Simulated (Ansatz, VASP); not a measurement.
One calculation of BeCd2S3, two programs

```xyz
6
Lattice="3.9132 0.0000 0.0000 0.0000 3.9132 0.0000 0.0000 0.0000 8.5067" Properties=species:S:1:pos:R:3 pbc="T T T"
Be    1.9566    1.9566    4.2534
Cd    0.0000    0.0000    0.0000
Cd    1.9566    1.9566    0.0000
S     0.0000    0.0000    2.7358
S     0.0000    0.0000    5.7709
S     0.0000    0.0000    4.2534
```

Alike in both runs: task single point; functional PBE; k mesh 4 × 4 × 2; occupations gaussian, width 0.1 eV; no spin polarisation.

```csv
,VASP,Ansatz
version,VASP 6.6.1,Ansatz 0.2.0
potentials or method,"VASP PAW PBE potentials, release 64 (Be, Cd, S), cutoff 520 eV","scalar-relativistic, plane waves, PAW"
valence electrons in the cell,44,60
```

VASP gave:

| Item | Value |
| --- | --- |
| gap on the k mesh at the Fermi level (eV) | none |
| rms of the force components (eV/Å) | 10.205 |

Which values does Ansatz return?

gap on the k mesh at the Fermi level (eV): none; rms of the force components (eV/Å): 10.636.

Atom by atom the forces differ by 0.431 eV/Å (rms over components). A gap of «none» marks a metal or a gap that the smearing closes. VASP's potentials hold 44 valence electrons a cell and Ansatz's 60, so a difference there can come from the potentials and not from the codes.

The k mesh is coarse, so the values compare programs but aren't converged.
